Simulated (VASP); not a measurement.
Write the native input for VASP 6.6.1 that does the following.

```
Task                   : single point
Functional             : PBE
Potentials or basis    : VASP PAW PBE potentials, release 64 (Al, Ga_d, P)
Cutoff                 : 520 eV
k mesh                 : 6 × 6 × 1
Occupations            : gaussian, width 0.1 eV
Spin                   : no spin polarisation
Dipole correction      : no
Further INCAR settings : ALGO = Normal; EDIFF = 1e-06; NBANDS = 46
```

The structure of Al2GaP3 lies in POSCAR:

```
Al2GaP3
1.0
    3.8948506851      0.0000000000      0.0000000000
   -1.9474253426      3.3730396373      0.0000000000
    0.0000000000      0.0000000000     19.0754869737
Al Ga P
4 2 6
Direct
    0.3333333333      0.6666666667      0.1665776560
    0.3333333333      0.6666666667      0.6665776560
    0.6666666667      0.3333333333      0.3332679516
    0.6666666667      0.3333333333      0.8332679516
    0.0000000000      1.0000000000      0.0000697094
    0.0000000000      1.0000000000      0.5000697094
    0.0000000000      0.0000000000      0.1252691277
    1.0000000000      0.0000000000      0.6252691277
    0.6666666667      0.3333333333      0.4580922101
    0.6666666667      0.3333333333      0.9580922101
    0.3333333333      0.6666666667      0.2917233453
    0.3333333333      0.6666666667      0.7917233453
```

These files were run (other wordings do the same):

INCAR

```
SYSTEM = Al2GaP3
ALGO     = Normal         ! electronic algorithm
EDIFF    = 1E-6           ! SCF threshold, eV
ENCUT    = 520            ! plane-wave cutoff, eV
GGA      = PE             ! functional
ISIF     = 2              ! what is computed and relaxed
ISMEAR   = 0              ! smearing method
LASPH    = .TRUE.         ! aspherical terms in the spheres
LCHARG   = .FALSE.        ! write CHGCAR
LREAL    = .FALSE.        ! projectors in reciprocal space
LWAVE    = .FALSE.        ! write WAVECAR
NBANDS   = 46             ! bands
NELM     = 60             ! most SCF steps
PREC     = Accurate       ! precision mode
SIGMA    = 0.1            ! smearing width, eV
```

KPOINTS

```
k-points
0
G
  6 6 1
  0 0 0
```

Potentials or basis: VASP PAW PBE potentials, release 64 (Al, Ga_d, P).

Command:

```console
$ cat potpaw_PBE.64/Al/POTCAR potpaw_PBE.64/Ga_d/POTCAR potpaw_PBE.64/P/POTCAR > POTCAR
$ mpirun -np 1 vasp_std > vasp.out
```

Results of the run:

The pressure is -0.1 GPa. The largest force is 0.012 eV/Å and the band gap on the k mesh is 1.61 eV.

It took 58 s on 1 thread of Intel(R) Xeon(R) 6975P-C (Granite Rapids) (shared host), peak memory 0.38 GiB.
